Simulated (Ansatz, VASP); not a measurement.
One calculation of Hf, two programs

Contents of INCAR:

```
PREC = Accurate
ENCUT = 520
EDIFF = 1E-6
ISMEAR = -1
SIGMA = 0.1
LREAL = False
LASPH = True
NELM = 80
ALGO = Normal
ISIF = 2
LWAVE = False
LCHARG = False
GGA = RP
NBANDS = 17
```

The input KPOINTS:

```
Automatic mesh
0
Gamma
  12 12 11
```

File POSCAR:

```
Hf
1.0
   -3.5149298160      3.9935104903      1.5626636638
    3.9935104903     -3.5149298160      1.5626636638
    2.2347749348      2.2347749348     -0.6861422824
Hf
2
Direct
    0.0203994554      0.9796005446      0.0000000000
    0.7296005446      0.2703994554      0.5000000000
```

Input for Ansatz:

```yaml
crystal:
  lattice:
    - [-3.514929816, 3.9935104903, 1.5626636638]
    - [3.9935104903, -3.514929816, 1.5626636638]
    - [2.2347749348, 2.2347749348, -0.6861422824]
  atoms:
    - { symbol: Hf, position: [0.0203994554, 0.9796005446, 0.0] }
    - { symbol: Hf, position: [0.7296005446, 0.2703994554, 0.5] }
hamiltonian:
  xc: rpbe
  pseudopotentials:
    kind: paw
    azcp:
      Hf: "pseudopotentials/Hf.paw.azcp"
basis:
  ecutwfc: 420
  fft_grid_basis: typed
kpoints:
  mp_grid: { grid: [12, 12, 11], shift: [0, 0, 0] }
magnetization:
  spin_polarized: false
scf:
  occupations: { method: fermi_dirac, width: 0.1 }
  lower_state_search: "off"
output:
  stress: true
```

Alike in both runs: task single point; functional RPBE; k mesh 12 × 12 × 11; occupations fermi-dirac, width 0.1 eV; no spin polarisation.

```csv
,VASP,Ansatz
version,VASP 6.6.1,Ansatz 0.2.0
potentials or method,"VASP PAW PBE potentials, release 64 (Hf_pv), cutoff 520 eV","plane waves (420 eV) with PAW, scalar-relativistic"
valence electrons in the cell,20,52
```

|  | VASP | Ansatz | Ansatz less VASP |
| --- | --- | --- | --- |
| pressure (GPa) | -9.0 | -8.6 | +0.40 |
| traceless stress, the component that is largest in VASP (GPa) | 0.48 | 0.47 | -0.011 |

VASP's potentials were made for PBE, not for RPBE. VASP's potentials hold 20 valence electrons a cell and Ansatz's 52, so a difference there can come from the potentials and not from the codes.

Neither program's run includes spin-orbit coupling.
